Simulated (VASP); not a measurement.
# CsGa (Pm-3m) in VASP: notebook

CsGa is run at these levels: PBE; tasks: single point.

Everything below comes from runs of VASP 6.6.1. Logs are shortened: lines on timing, memory, paths and dates and some standing lists are left out, and cuts for length are marked.

## 1. The cell of the first run

Symmetry: Pm-3m, No. 221, cubic system. Conventional cell: a = 4.015 Å, b = 4.015 Å, c = 4.015 Å, α = 90.00°, β = 90.00°, γ = 90.00°. Cs (site symmetry m-3m) has 8 Ga at 3.48 Å and 6 Cs at 4.02 Å within 4.6 Å. Ga (site symmetry m-3m) has 8 Cs at 3.48 Å and 6 Ga at 4.02 Å within 4.6 Å.

## 2. Single point, PBE

INCAR

```
SYSTEM = CsGa
PREC = Accurate ; ENCUT = 520
EDIFF = 1E-7 ; ISMEAR = 0
SIGMA = 0.1 ; LREAL = .FALSE.
LASPH = .TRUE. ; NELM = 100
ALGO = Fast ; ISIF = 2
LWAVE = .FALSE. ; LCHARG = .TRUE.
GGA = PE ; LELF = .TRUE.
LVHAR = .TRUE. ; NBANDS = 18
```

KPOINTS

```
Automatic mesh
0
G
  4 4 4
  0 0 0
```

POSCAR

```
CsGa
1.0
    4.0150241084      0.0000000000      0.0000000000
    0.0000000000      4.0150241084      0.0000000000
    0.0000000000      0.0000000000      4.0150241084
Cs Ga
1 1
Direct
    0.0000000000      0.0000000000      0.0000000000
    0.5000000000      0.5000000000      0.5000000000
```

Potentials or basis: VASP PAW PBE potentials, release 64 (Cs_sv, Ga_d).

Launch:

```sh
$ cat potpaw_PBE.64/Cs_sv/POTCAR potpaw_PBE.64/Ga_d/POTCAR > POTCAR
$ mpirun -np 1 vasp_std > vasp.out
```

OUTCAR:

```text
SYSTEM = CsGa
   PREC = Accurate
   ENCUT = 520
   EDIFF = 1E-7
   ISMEAR = 0
   LREAL = .FALSE.
   LASPH = .TRUE.
   NELM = 100
   ISIF = 2
   GGA = PE

 ion  position               nearest neighbor table
   1  0.000  0.000  0.000-
   2  0.500  0.500  0.500-

  LATTYP: Found a simple cubic cell.
 ALAT       =     4.0150241084

  Lattice vectors:

 A1 = (   4.0150241084,   0.0000000000,   0.0000000000)
 A2 = (   0.0000000000,   4.0150241084,   0.0000000000)
 A3 = (   0.0000000000,   0.0000000000,   4.0150241084)

Analysis of symmetry for initial positions (statically):
=====================================================================
 Subroutine PRICEL returns:
 Original cell was already a primitive cell.

 Routine SETGRP: Setting up the symmetry group for a
 simple cubic supercell.

 Subroutine GETGRP returns: Found 48 space group operations
 (whereof 48 operations were pure point group operations)
 out of a pool of 48 trial point group operations.

The static configuration has the point symmetry O_h .

Analysis of symmetry for dynamics (positions and initial velocities):
=====================================================================
 Subroutine PRICEL returns:
 Original cell was already a primitive cell.

 Routine SETGRP: Setting up the symmetry group for a
 simple cubic supercell.

 Subroutine GETGRP returns: Found 48 space group operations
 (whereof 48 operations were pure point group operations)
 out of a pool of 48 trial point group operations.

The dynamic configuration has the point symmetry O_h .

 Subroutine INISYM returns: Found 48 space group operations
 (whereof 48 operations are pure point group operations),
 and found     1 'primitive' translations

----------------------------------------------------------------------------------------

                                     Primitive cell

  volume of cell :      64.7239

  direct lattice vectors                    reciprocal lattice vectors
     4.015024108  0.000000000  0.000000000     0.249064507  0.000000000  0.000000000
     0.000000000  4.015024108  0.000000000     0.000000000  0.249064507  0.000000000
     0.000000000  0.000000000  4.015024108     0.000000000  0.000000000  0.249064507

  length of vectors
     4.015024108  4.015024108  4.015024108     0.249064507  0.249064507  0.249064507

  position of ions in fractional coordinates (direct lattice)
     0.000000000  0.000000000  0.000000000
     0.500000000  0.500000000  0.500000000

  ion indices of the primitive-cell ions
   primitive index   ion index
                 1           1
                 2           2

----------------------------------------------------------------------------------------

 KPOINTS: Automatic mesh

Automatic generation of k-mesh.
 Grid dimensions read from file:
 generate k-points for:    4    4    4

 Generating k-lattice:

  Cartesian coordinates                     Fractional coordinates (reciprocal lattice)
     0.062266127  0.000000000  0.000000000     0.250000000  0.000000000  0.000000000
     0.000000000  0.062266127  0.000000000     0.000000000  0.250000000  0.000000000
     0.000000000  0.000000000  0.062266127     0.000000000  0.000000000  0.250000000

  Length of vectors
     0.062266127  0.062266127  0.062266127

  Shift w.r.t. Gamma in fractional coordinates (k-lattice)
     0.000000000  0.000000000  0.000000000

 Subroutine IBZKPT returns following result:
 ===========================================

 Found     10 irreducible k-points:

 Following reciprocal coordinates:
            Coordinates               Weight
  0.000000  0.000000  0.000000      1.000000
  0.250000  0.000000  0.000000      6.000000
  0.500000  0.000000  0.000000      3.000000
  0.250000  0.250000  0.000000     12.000000
  0.500000  0.250000  0.000000     12.000000
  0.500000  0.500000  0.000000      3.000000
  0.250000  0.250000  0.250000      8.000000
  0.500000  0.250000  0.250000     12.000000
  0.500000  0.500000  0.250000      6.000000
  0.500000  0.500000  0.500000      1.000000
   k-points           NKPTS =     10   k-points in BZ     NKDIM =     10   number of bands    NBANDS=     18
   number of dos      NEDOS =    301   number of ions     NIONS =      2
   total plane-waves  NPLWV =  27000
   dimension x,y,z NGX =    30 NGY =   30 NGZ =   30
   dimension x,y,z NGXF=    60 NGYF=   60 NGZF=   60
   ions per type =               1   1
   NGX,Y,Z   is equivalent  to a cutoff of  12.42, 12.42, 12.42 a.u.
   NGXF,Y,Z  is equivalent  to a cutoff of  24.84, 24.84, 24.84 a.u.
 SYSTEM =  CsGa
   PREC   = accura    normal or accurate (medium, high low for compatibility)
   ISTART =      0    job   : 0-new  1-cont  2-samecut
   ICHARG =      2    charge: 1-file 2-atom 10-const
   ISPIN  =      1    spin polarized calculation?
   LNONCOLLINEAR =      F non collinear calculations
   LSORBIT =      F    spin-orbit coupling
   LASPH  =      T    aspherical Exc in radial PAW
   ENCUT  =  520.0 eV  38.22 Ry    6.18 a.u.   7.47  7.47  7.47*2*pi/ulx,y,z
   NELM   =    100;   NELMIN=  2; NELMDL= -5     # of ELM steps
   EDIFF  = 0.1E-06   stopping-criterion for ELM
   LREAL  =      F    real-space projection
   EDIFFG = 0.1E-05   stopping-criterion for IOM
   NSW    =      0    number of steps for IOM
   IBRION =     -1    ionic relax: 0-MD 1-quasi-New 2-CG
   NFREE  =      0    steps in history (QN), initial steepest desc. (CG)
   ISIF   =      2    stress and relaxation
   ISYM   =      2    0-nonsym 1-usesym 2-fastsym
   POTIM  = 0.5000    time-step for ionic-motion
   TEBEG  =    0.0;   TEEND  =   0.0 temperature during run
   PSTRESS=    0.0 pullay stress
   NELECT =      22.0000    total number of electrons
   NUPDOWN=      -1.0000    fix difference up-down
   EMIN   =  10.00;   EMAX   =-10.00  energy-range for DOS
   EFERMI =   0.00;   METHOD = LEGACY
   ISMEAR =     0;   SIGMA  =   0.10  broadening in eV -4-tet -1-fermi 0-gaus
   EFERMI_NEDOS =   21; number of points for ismear=-14 and -15
   IALGO  =     68    algorithm
   IMIX   =      4    mixing-type and parameters
     AMIX     =   0.40;   BMIX     =  1.00
     AMIX_MAG =   1.60;   BMIX_MAG =  1.00
  volume/ion in A,a.u.               =      32.36       218.39
  Fermi-wavevector in a.u.,A,eV,Ry     =   1.142512  2.159035 17.760153  1.305334
  Thomas-Fermi vector in A             =   2.279210
   LORBIT       =      0    0 simple, 1 ext, 2 COOP (PROOUT), +10 PAW based schemes
   GGA     = PE    functional components
   LHFCALC =     F    Hartree Fock is set to
   AEXX    =    0.0000 exact exchange contribution
   IVDW    =     0    specifies the selected vdW correction
   LEPSILON=     F    determine dielectric tensor
   LRPA    =     F    only Hartree local field effects (RPA)
 non-spin polarized calculation
 RMM-DIIS sequential band-by-band and
 Gauss-broadening in eV      SIGMA  =   0.10
  energy-cutoff  :      520.00
  volume of cell :       64.72
 maximum number of plane-waves:      1763
 NGX is ok and might be reduce to    30
   NGX = 15   NGY = 15   NGZ = 15

 number of electron      22.0000004 magnetization

 Free energy of the ion-electron system (eV)
  ---------------------------------------------------
  ext. energy  EPLUGINS =         0.00000000
  ---------------------------------------------------
  free energy    TOTEN  =        -2.79003941 eV

  energy without entropy =       -2.78301777  energy(sigma->0) =       -2.78652859

 E-fermi :   3.4131     XC(G=0):  -9.2401

 val. band max:        3.3457281220   @ k =   0.2500   0.2500   0.0000
 cond. band min:       3.5839986854   @ k =   0.2500   0.0000   0.0000
 fundamental gap:      0.2382705634
 Fermi energy:         3.4130787867

 k-point     1 :       0.0000    0.0000    0.0000
  band No.  band energies     occupation
      1     -18.8925      2.00000
      2     -11.5466      2.00000
      3     -11.5466      2.00000
      4     -11.5352      2.00000
      5     -11.5352      2.00000
      6     -11.5352      2.00000
[... 10 lines left out ...]
     17      10.6253      0.00000
     18      10.6253      0.00000

 k-point     2 :       0.2500    0.0000    0.0000
  band No.  band energies     occupation
      1     -18.8370      2.00000
      2     -11.5459      2.00000
      3     -11.5404      2.00000
      4     -11.5404      2.00000
      5     -11.5375      2.00000
      6     -11.5347      2.00000
[... 10 lines left out ...]
     17      10.9497      0.00000
     18      11.1620      0.00000

 k-point     3 :       0.5000    0.0000    0.0000
  band No.  band energies     occupation
      1     -18.7799      2.00000
      2     -11.5456      2.00000
      3     -11.5456      2.00000
      4     -11.5451      2.00000
      5     -11.5343      2.00000
      6     -11.5285      2.00000
[... 10 lines left out ...]
     17      11.7471      0.00000
     18      11.8036      0.00000

 k-point     4 :       0.2500    0.2500    0.0000
  band No.  band energies     occupation
      1     -18.7843      2.00000
      2     -11.5428      2.00000
      3     -11.5405      2.00000
      4     -11.5400      2.00000
      5     -11.5383      2.00000
      6     -11.5317      2.00000
[... 10 lines left out ...]
     17       9.0851      0.00000
     18      11.9166      0.00000

 k-point     5 :       0.5000    0.2500    0.0000
  band No.  band energies     occupation
      1     -18.7303      2.00000
      2     -11.5437      2.00000
      3     -11.5435      2.00000
      4     -11.5392      2.00000
      5     -11.5379      2.00000
      6     -11.5231      2.00000
[... 10 lines left out ...]
     17      10.3303      0.00000
     18      10.5366      0.00000

 k-point     6 :       0.5000    0.5000    0.0000
  band No.  band energies     occupation
      1     -18.6796      2.00000
      2     -11.5414      2.00000
      3     -11.5414      2.00000
      4     -11.5411      2.00000
      5     -11.5358      2.00000
      6     -11.5154      2.00000
[... 10 lines left out ...]
     17       8.5810      0.00000
     18      13.0690      0.00000

 k-point     7 :       0.2500    0.2500    0.2500
  band No.  band energies     occupation
      1     -18.7335      2.00000
      2     -11.5453      2.00000
      3     -11.5453      2.00000
      4     -11.5387      2.00000
      5     -11.5309      2.00000
      6     -11.5309      2.00000
[... 10 lines left out ...]
     17      11.3785      0.00000
     18      11.3876      0.00000

 k-point     8 :       0.5000    0.2500    0.2500
  band No.  band energies     occupation
      1     -18.6815      2.00000
      2     -11.5519      2.00000
      3     -11.5441      2.00000
      4     -11.5414      2.00000
      5     -11.5303      2.00000
      6     -11.5210      2.00000
[... 10 lines left out ...]
     17      12.4895      0.00000
     18      13.3983      0.00000

 k-point     9 :       0.5000    0.5000    0.2500
  band No.  band energies     occupation
      1     -18.6315      2.00000
      2     -11.5502      2.00000
      3     -11.5502      2.00000
      4     -11.5495      2.00000
      5     -11.5253      2.00000
      6     -11.5151      2.00000
[... 10 lines left out ...]
     17      12.1560      0.00000
     18      13.3161      0.00000

 k-point    10 :       0.5000    0.5000    0.5000
  band No.  band energies     occupation
      1     -18.5823      2.00000
      2     -11.5588      2.00000
      3     -11.5588      2.00000
      4     -11.5588      2.00000
      5     -11.5149      2.00000
      6     -11.5149      2.00000
[... 10 lines left out ...]
     17      13.3752      0.00000
     18      13.4148      0.00000

------------------------ aborting loop because EDIFF is reached ----------------------------------------

  FORCE on cell =-STRESS in cart. coord.  units (eV):
  Direction    XX          YY          ZZ          XY          YZ          ZX
  --------------------------------------------------------------------------------------
  -------------------------------------------------------------------------------------
  Total        1.8755479      1.8755479      1.8755479     -0.0000000      0.0000000      0.0000000
  in kB       46.4273892     46.4273892     46.4273892     -0.0000000      0.0000000      0.0000000
  external PRESSURE =      46.4273892 kB  Pullay stress =       0.0000000 kB

 VOLUME and BASIS-vectors are now :
 -----------------------------------------------------------------------------
  energy-cutoff  :      520.00
  volume of cell :       64.72
      direct lattice vectors                 reciprocal lattice vectors
     4.015024108  0.000000000  0.000000000     0.249064507  0.000000000  0.000000000
     0.000000000  4.015024108  0.000000000     0.000000000  0.249064507  0.000000000
     0.000000000  0.000000000  4.015024108     0.000000000  0.000000000  0.249064507

 POSITION                                       TOTAL-FORCE (eV/Angst)
 -----------------------------------------------------------------------------------
      0.00000      0.00000      0.00000         0.000000      0.000000      0.000000
      2.00751      2.00751      2.00751         0.000000      0.000000      0.000000
 -----------------------------------------------------------------------------------
    total drift:                                0.000000      0.000000      0.000000

  FREE ENERGIE OF THE ION-ELECTRON SYSTEM (eV)
  ---------------------------------------------------
  free  energy   TOTEN  =        -2.7900394060 eV

  energy  without entropy=       -2.7830177719  energy(sigma->0) =       -2.78652859
```

Wall time 24 s (1 thread of Oxide Virtual Turin-like, shared host); peak memory 0.13 GiB.

Results:

| Quantity | Value |
| --- | --- |
| Free energy | -2.7900 eV |
| Pressure | 4.6 GPa |
| Band gap on the k mesh | zero (bands 11 and 12 overlap by 3.08 eV) |

Caveat: the k points lie up to 0.39 Å⁻¹ apart, too coarse for converged energies and pressures of a metal; spin-orbit coupling is left out, which moves the levels of the heavy elements.

(Part 1 of 2 ends here.)

The gap in the log of VASP goes by the Fermi energy; the results here count the filled bands.